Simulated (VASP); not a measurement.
# AlCo in VASP: further runs

The runs below take AlCo through single point, with PBE.

Everything below comes from runs of VASP 6.6.1. Logs are shortened: lines on timing, memory, paths and dates and some standing lists are left out, and cuts for length are marked.

## 1. The cell of the first run

The typed cell holds 2 atoms: a = 2.854 Å, b = 2.854 Å, c = 2.852 Å, α = 90.00°, β = 90.00°, γ = 90.00°.

## 2. Single point, PBE, collinear spin, ferromagnetic start

File INCAR:

```
SYSTEM = AlCo
PREC     = Accurate       ! precision mode
ENCUT    = 520            ! plane-wave cutoff, eV
EDIFF    = 1E-6           ! SCF threshold, eV
ISMEAR   = 0              ! smearing method
SIGMA    = 0.1            ! smearing width, eV
LREAL    = .False.        ! projectors in reciprocal space
LASPH    = .True.         ! aspherical terms in the spheres
NELM     = 150            ! most SCF steps
ALGO     = Normal         ! electronic algorithm
ISIF     = 2              ! what is computed and relaxed
LWAVE    = .False.        ! write WAVECAR
LCHARG   = .False.        ! write CHGCAR
ISPIN    = 2              ! spin polarisation
MAGMOM   = 0 0.22         ! initial moments
LORBIT   = 11             ! projections on sites
LMAXMIX  = 4              ! l up to which the mixer works
GGA      = PE             ! functional
NBANDS   = 17             ! bands
```

File KPOINTS:

```
regular mesh
0
Gamma
  6 6 6
  0 0 0
```

File POSCAR:

```
AlCo
1.0
    2.8540248312      0.0000000000      0.0000000000
    0.0000000000      2.8540248312      0.0000000000
    0.0000000000      0.0000000000      2.8518680557
Al Co
1 1
Direct
    0.5000000000      0.5000000000      0.5000000000
    0.0000000000      0.0000000000      0.0000000000
```

Potentials or basis: VASP PAW PBE potentials, release 64 (Al, Co).

The run is started by

```
$ cat potpaw_PBE.64/Al/POTCAR potpaw_PBE.64/Co/POTCAR > POTCAR
$ mpirun -np 1 vasp_std > vasp.out
```

OUTCAR:

```text
SYSTEM = AlCo
   PREC = Accurate
   ENCUT = 520
   EDIFF = 1E-6
   ISMEAR = 0
   LREAL = .False.
   LASPH = .True.
   NELM = 150
   ISIF = 2
   ISPIN = 2
   LORBIT = 11
   GGA = PE

 ion  position               nearest neighbor table
   1  0.500  0.500  0.500-   2 2.47   2 2.47   2 2.47   2 2.47   2 2.47   2 2.47   2 2.47   2 2.47

   2  0.000  0.000  0.000-   1 2.47   1 2.47   1 2.47   1 2.47   1 2.47   1 2.47   1 2.47   1 2.47

  LATTYP: Found a simple tetragonal cell.
 ALAT       =     2.8540248312
 C/A-ratio  =     0.9992443039

  Lattice vectors:

 A1 = (   2.8540248312,   0.0000000000,   0.0000000000)
 A2 = (   0.0000000000,   2.8540248312,   0.0000000000)
 A3 = (   0.0000000000,   0.0000000000,   2.8518680557)

Analysis of symmetry for initial positions (statically):
=====================================================================
 Subroutine PRICEL returns:
 Original cell was already a primitive cell.

 Routine SETGRP: Setting up the symmetry group for a
 simple tetragonal supercell.

 Subroutine GETGRP returns: Found 16 space group operations
 (whereof 16 operations were pure point group operations)
 out of a pool of 16 trial point group operations.

The static configuration has the point symmetry D_4h.

Analysis of symmetry for dynamics (positions and initial velocities):
=====================================================================
 Subroutine PRICEL returns:
 Original cell was already a primitive cell.

 Routine SETGRP: Setting up the symmetry group for a
 simple tetragonal supercell.

 Subroutine GETGRP returns: Found 16 space group operations
 (whereof 16 operations were pure point group operations)
 out of a pool of 16 trial point group operations.

The dynamic configuration has the point symmetry D_4h.

Analysis of structural, dynamic, and magnetic symmetry:
=====================================================================
 Subroutine PRICEL returns:
 Original cell was already a primitive cell.

 Routine SETGRP: Setting up the symmetry group for a
 simple tetragonal supercell.

 Subroutine GETGRP returns: Found 16 space group operations
 (whereof 16 operations were pure point group operations)
 out of a pool of 16 trial point group operations.

The overall configuration has the point symmetry D_4h.

 Subroutine INISYM returns: Found 16 space group operations
 (whereof 16 operations are pure point group operations),
 and found     1 'primitive' translations

----------------------------------------------------------------------------------------
[... 113 lines left out ...]
     AMIX_MAG =   1.60;   BMIX_MAG =  1.00
  volume/ion in A,a.u.               =      11.61        78.38
  Fermi-wavevector in a.u.,A,eV,Ry     =   1.313571  2.482290 23.476434  1.725469
  Thomas-Fermi vector in A             =   2.443885
   LORBIT       =     11    0 simple, 1 ext, 2 COOP (PROOUT), +10 PAW based schemes
   GGA     = PE    functional components
   LHFCALC =     F    Hartree Fock is set to
   AEXX    =    0.0000 exact exchange contribution
   IVDW    =     0    specifies the selected vdW correction
   LEPSILON=     F    determine dielectric tensor
   LRPA    =     F    only Hartree local field effects (RPA)
 spin polarized calculation
 Gauss-broadening in eV      SIGMA  =   0.10
  energy-cutoff  :      520.00
  volume of cell :       23.23
 maximum number of plane-waves:       645
 NGX is ok and might be reduce to    24

 number of electron      11.9999994 magnetization      -0.0259213

 number of electron      11.9999996 magnetization       0.0333659

 Free energy of the ion-electron system (eV)
  ---------------------------------------------------
  ext. energy  EPLUGINS =         0.00000000
  ---------------------------------------------------
  free energy    TOTEN  =       -11.98711550 eV

  energy without entropy =      -11.98088801  energy(sigma->0) =      -11.98400176

 E-fermi :  10.5877     XC(G=0): -12.2470

 val. band max:       10.5391354132   @ k =   0.3333   0.0000   0.5000
 cond. band min:      10.5995113389   @ k =   0.5000   0.3333   0.0000
 fundamental gap:      0.0603759256
 Fermi energy:        10.5877011886

 spin component 1

 k-point     1 :       0.0000    0.0000    0.0000
  band No.  band energies     occupation
      1      -0.5214      1.00000
      2       7.5768      1.00000
      3       7.5782      1.00000
      4       9.6985      1.00000
      5       9.7007      1.00000
      6       9.7007      1.00000
[... 459 lines left out ...]
      6       9.2139      1.00000
[... 9 lines left out ...]
     16      32.0063      0.00000
     17      33.6845      0.00000

 [... further k-points ...]

 spin component 2

 k-point     1 :       0.0000    0.0000    0.0000
  band No.  band energies     occupation
      1      -0.5240      1.00000
      2       7.6259      1.00000
      3       7.6259      1.00000
      4       9.7210      1.00000
      5       9.7235      1.00000
      6       9.7235      1.00000
[... 459 lines left out ...]
      6       9.2350      1.00000
[... 9 lines left out ...]
     16      32.0122      0.00000
     17      33.6801      0.00000

 [... further k-points ...]
[... 5 lines left out ...]
  --------------------------------------------------------------------------------------
  -------------------------------------------------------------------------------------
  Total       -0.0145817     -0.0145817     -0.0046705      0.0000000      0.0000000      0.0000000
  in kB       -1.0057135     -1.0057135     -0.3221254      0.0000000      0.0000000      0.0000000
  external PRESSURE =      -0.7778508 kB  Pullay stress =       0.0000000 kB

 VOLUME and BASIS-vectors are now :
 -----------------------------------------------------------------------------
  energy-cutoff  :      520.00
  volume of cell :       23.23
      direct lattice vectors                 reciprocal lattice vectors
     2.854024831  0.000000000  0.000000000     0.350382375  0.000000000  0.000000000
     0.000000000  2.854024831  0.000000000     0.000000000  0.350382375  0.000000000
     0.000000000  0.000000000  2.851868056     0.000000000  0.000000000  0.350647358

 POSITION                                       TOTAL-FORCE (eV/Angst)
 -----------------------------------------------------------------------------------
      1.42701      1.42701      1.42593         0.000000      0.000000      0.000000
      0.00000      0.00000      0.00000         0.000000      0.000000      0.000000
 -----------------------------------------------------------------------------------
    total drift:                               -0.000000      0.000000      0.000000

  FREE ENERGIE OF THE ION-ELECTRON SYSTEM (eV)
  ---------------------------------------------------
  free  energy   TOTEN  =       -11.9871155043 eV

  energy  without entropy=      -11.9808880149  energy(sigma->0) =      -11.98400176

 total charge

# of ion       s       p       d       tot
------------------------------------------
    1        0.394   0.428   0.000   0.822
    2        0.432   0.500   7.512   8.444
--------------------------------------------------
tot          0.826   0.929   7.512   9.266

 magnetization (x)

# of ion       s       p       d       tot
------------------------------------------
    1       -0.000  -0.000   0.000  -0.001
    2        0.000  -0.001   0.043   0.043
--------------------------------------------------
tot          0.000  -0.001   0.043   0.042
```

OSZICAR:

```text
N       E                     dE             d eps       ncg     rms          rms(c)
DAV:   1     0.378735714860E+02    0.37874E+02   -0.46636E+03  2752   0.705E+02
DAV:   2    -0.115201320208E+02   -0.49394E+02   -0.43705E+02  3187   0.150E+02
DAV:   3    -0.135959774195E+02   -0.20758E+01   -0.20502E+01  3226   0.326E+01
DAV:   4    -0.136284187376E+02   -0.32441E-01   -0.32421E-01  3274   0.361E+00
DAV:   5    -0.136294275166E+02   -0.10088E-02   -0.10087E-02  3384   0.681E-01    0.127E+01
DAV:   6    -0.166463326239E+02   -0.30169E+01   -0.55257E+01  2985   0.752E+01    0.182E+01
DAV:   7    -0.120124329851E+02    0.46339E+01   -0.27127E+01  3242   0.482E+01    0.167E+00
DAV:   8    -0.120010752007E+02    0.11358E-01   -0.96968E-02  3106   0.180E+00    0.113E+00
DAV:   9    -0.119872008235E+02    0.13874E-01   -0.27612E-02  3511   0.158E+00    0.310E-01
DAV:  10    -0.119871032044E+02    0.97619E-04   -0.44942E-04  3238   0.183E-01    0.169E-01
DAV:  11    -0.119870875314E+02    0.15673E-04   -0.57530E-05  3895   0.640E-02    0.113E-01
DAV:  12    -0.119871148005E+02   -0.27269E-04   -0.17010E-04  3640   0.913E-02    0.409E-02
DAV:  13    -0.119871376316E+02   -0.22831E-04   -0.24939E-05  3739   0.368E-02    0.469E-02
DAV:  14    -0.119871158157E+02    0.21816E-04   -0.36239E-05  3054   0.418E-02    0.458E-02
DAV:  15    -0.119871155043E+02    0.31137E-06   -0.22475E-07  1536   0.332E-03
   1 F= -.11987116E+02 E0= -.11984002E+02  d E =-.622749E-02  mag=     0.0524
```

Run time: 11 s. Hardware: 1 thread of Intel Xeon 6975P-C (Granite Rapids), shared host; peak memory 0.16 GiB.

Results:

```yaml
Free_energy: -11.9871 eV
Pressure: -0.1 GPa
Band_gap_on_the_k_mesh: zero (filled and empty bands overlap)
Net_moment: 0.03 μB per cell
Site_moments: Al -0.00; Co +0.04 μB
Valence_electrons_inside_the_program's_atomic_spheres: Al 0.82; Co 8.44
```

Levels at points of the mesh, in eV from the Fermi level:
Spin up:
```
           k point  band 2  band 3  band 4  band 5  band 6  band 7  band 8  band 9  band 10  band 11
(0.00, 0.00, 0.00)   -3.01   -3.01   -0.89   -0.89   -0.89    5.88    5.88    5.91     8.66     8.66
(0.50, 0.00, 0.00)   -6.67   -2.43   -1.76   -1.75   -0.78    0.10    8.34   10.52    10.55    11.53
(0.50, 0.50, 0.00)   -3.11   -2.73   -2.73   -1.55   -1.55   -0.31    2.35    3.37    12.66    15.76
(0.00, 0.00, 0.50)   -6.66   -2.42   -1.76   -1.76   -0.78    0.11    8.34   10.53    10.53    11.54
(0.50, 0.00, 0.50)   -3.11   -2.73   -2.72   -1.55   -1.55   -0.31    2.35    3.38    12.64    15.74
(0.50, 0.50, 0.50)   -3.98   -3.98   -0.27   -0.27    2.33    2.33    2.33    4.02     5.24     5.25
```
Spin down:
```tsv
k point	band 2	band 3	band 4	band 5	band 6	band 7	band 8	band 9	band 10	band 11
(0.00, 0.00, 0.00)	-2.96	-2.96	-0.87	-0.86	-0.86	5.88	5.88	5.91	8.67	8.68
(0.50, 0.00, 0.00)	-6.66	-2.37	-1.74	-1.74	-0.75	0.17	8.33	10.52	10.55	11.53
(0.50, 0.50, 0.00)	-3.07	-2.74	-2.74	-1.53	-1.53	-0.24	2.38	3.39	12.66	15.76
(0.00, 0.00, 0.50)	-6.66	-2.37	-1.74	-1.74	-0.75	0.17	8.33	10.52	10.52	11.54
(0.50, 0.00, 0.50)	-3.07	-2.73	-2.73	-1.53	-1.53	-0.24	2.39	3.39	12.64	15.74
(0.50, 0.50, 0.50)	-3.97	-3.97	-0.20	-0.20	2.33	2.33	2.33	4.02	5.25	5.26
```

Caveat: the k points lie up to 0.37 Å⁻¹ apart.

## 3. Single point, PBE

File INCAR:

```
SYSTEM = AlCo
PREC     = Accurate       ! precision mode
ENCUT    = 520            ! plane-wave cutoff, eV
EDIFF    = 1E-6           ! SCF threshold, eV
ISMEAR   = 0              ! smearing method
SIGMA    = 0.1            ! smearing width, eV
LREAL    = .False.        ! projectors in reciprocal space
LASPH    = .True.         ! aspherical terms in the spheres
NELM     = 80             ! most SCF steps
ALGO     = Normal         ! electronic algorithm
ISIF     = 2              ! what is computed and relaxed
LWAVE    = .False.        ! write WAVECAR
LCHARG   = .True.         ! write CHGCAR
GGA      = PE             ! functional
LELF     = .True.         ! ELF
LVHAR    = .True.       
NBANDS   = 13             ! bands
```

File KPOINTS:

```
regular mesh
0
Gamma
  20 20 20
  0 0 0
```

File POSCAR:

```
AlCo
1.0
    2.8519096652      0.0000000000      0.0000000000
    0.0000000000      2.8519096652      0.0000000000
    0.0000000000      0.0000000000      2.8519096652
Al Co
1 1
Direct
    0.5000000000      0.5000000000      0.5000000000
    0.0000000000      0.0000000000      0.0000000000
```

Potentials or basis: VASP PAW PBE potentials, release 64 (Al, Co).

The run is started by

```
$ cat potpaw_PBE.64/Al/POTCAR potpaw_PBE.64/Co/POTCAR > POTCAR
$ mpirun -np 1 vasp_std > vasp.out
```

It took 20 s on 1 thread of Intel Xeon 6975P-C (Granite Rapids), shared host; peak memory 0.21 GiB.

Results (log left out):

| Quantity | Value |
| --- | --- |
| Free energy | -11.9907 eV |
| Pressure | 0.0 GPa |
| Band gap on the k mesh | zero (band 6 reaches 12.93 eV, above the bottom of band 7 at 10.31 eV) |

Levels at points of the mesh, in eV from the Fermi level:
| k point | band 2 | band 3 | band 4 | band 5 | band 6 | band 7 | band 8 | band 9 | band 10 | band 11 |
| --- | --- | --- | --- | --- | --- | --- | --- | --- | --- | --- |
| (0.00, 0.00, 0.00) | -2.96 | -2.96 | -0.85 | -0.85 | -0.85 | 5.95 | 5.95 | 5.95 | 8.72 | 8.72 |
| (0.50, 0.00, 0.00) | -6.62 | -2.37 | -1.72 | -1.72 | -0.74 | 0.17 | 8.39 | 10.59 | 10.59 | 11.61 |
| (0.50, 0.50, 0.00) | -3.05 | -2.68 | -2.68 | -1.51 | -1.51 | -0.25 | 2.41 | 3.43 | 12.72 | 15.81 |
| (0.50, 0.50, 0.50) | -3.94 | -3.94 | -0.21 | -0.21 | 2.38 | 2.38 | 2.38 | 4.08 | 5.30 | 5.30 |

Spin polarisation is off, so any magnetic state and its effect on volume and gap are missing.

## 4. Single point, PBE

This run uses another cell than the first one: it holds 8 atoms, not 2.

File INCAR:

```
ALGO     = Normal         # electronic algorithm
EDIFF    = 1E-6           # SCF threshold, eV
ENCUT    = 520            # plane-wave cutoff, eV
GGA      = PE             # functional
ISIF     = 2              # what is computed and relaxed
ISMEAR   = 0              # smearing method
LASPH    = T              # aspherical terms in the spheres
LCHARG   = F              # write CHGCAR
LREAL    = F              # projectors in reciprocal space
LWAVE    = F              # write WAVECAR
NBANDS   = 34             # bands
NELM     = 60             # most SCF steps
PREC     = Accurate       # precision mode
SIGMA    = 0.1            # smearing width, eV
```

File KPOINTS:

```
k-points
0
Gamma
  8 4 4
```

File POSCAR:

```
AlCo
1.0
    2.8519096652      0.0000000000      0.0000000000
    0.0000000000      5.7038193304      0.0000000000
    0.0000000000      0.0000000000      5.7038193304
Al Co
4 4
Direct
    0.5000000000      0.2500000000      0.2500000000
    0.5000000000      0.2500000000      0.7500000000
    0.5000000000      0.7500000000      0.2500000000
    0.5000000000      0.7500000000      0.7500000000
    0.0000000000      0.5000000000      0.5000000000
    1.0000000000      0.5000000000      1.0000000000
    0.0000000000      1.0000000000      0.5000000000
    0.0000000000      0.0000000000      0.0000000000
```

The run is started by

```
$ cat potpaw_PBE.64/Al/POTCAR potpaw_PBE.64/Co/POTCAR > POTCAR
$ mpirun -np 1 vasp_std > vasp.out
```

Run time: 36 s. Hardware: 1 thread of Intel Xeon 6975P-C (Granite Rapids), shared host; peak memory 0.23 GiB.

The run converged. Its results:

| Item | Value |
| --- | --- |
| Free energy | -47.9413 eV |
| Pressure | 0.0 GPa |
| Band gap on the k mesh | zero (band 24 reaches 10.66 eV, above the bottom of band 25 at 10.30 eV) |

Levels at points of the mesh, in eV from the Fermi level:
| k point | band 22 | band 23 | band 24 | band 25 | band 26 | band 27 |
| --- | --- | --- | --- | --- | --- | --- |
| (0.00, 0.00, 0.00) | -0.84 | -0.73 | -0.73 | -0.24 | 0.18 | 0.18 |
| (0.50, 0.00, 0.00) | -0.24 | -0.24 | -0.20 | -0.20 | 0.18 | 2.39 |
| (0.00, 0.50, 0.00) | -1.14 | -0.78 | -0.78 | 0.12 | 0.12 | 1.52 |
| (0.50, 0.50, 0.00) | -0.22 | 0.12 | 0.12 | 0.18 | 0.18 | 0.18 |
| (0.00, 0.50, 0.50) | -1.17 | -1.17 | -1.17 | 1.68 | 1.68 | 1.68 |
| (0.50, 0.50, 0.50) | -0.65 | -0.65 | -0.65 | 0.25 | 0.25 | 0.25 |

Spin polarisation is off, so any magnetic state and its effect on volume and gap are missing.

## 5. Overview

| spin | cell | k mesh | gap on the mesh (eV) | pressure (GPa) |
| --- | --- | --- | --- | --- |
| collinear, ferromagnetic start | a = 2.854, b = 2.854, c = 2.852 Å, 2 atoms | 6 × 6 × 6 | none | -0.1 |
| off | a = 2.852 Å, 2 atoms | 20 × 20 × 20 | none | 0.0 |
| off | a = 2.852, b = 5.704, c = 5.704 Å, 8 atoms | 8 × 4 × 4 | none | 0.0 |

Alike in all rows: task single point; level PBE; potentials or basis VASP PAW PBE potentials, release 64 (Al, Co); cutoff (eV) 520; smearing gaussian 0.1 eV.

Caveats: some runs use coarse meshes.

Total energies depend on the potentials used, so only differences within one code and one set of settings carry meaning.
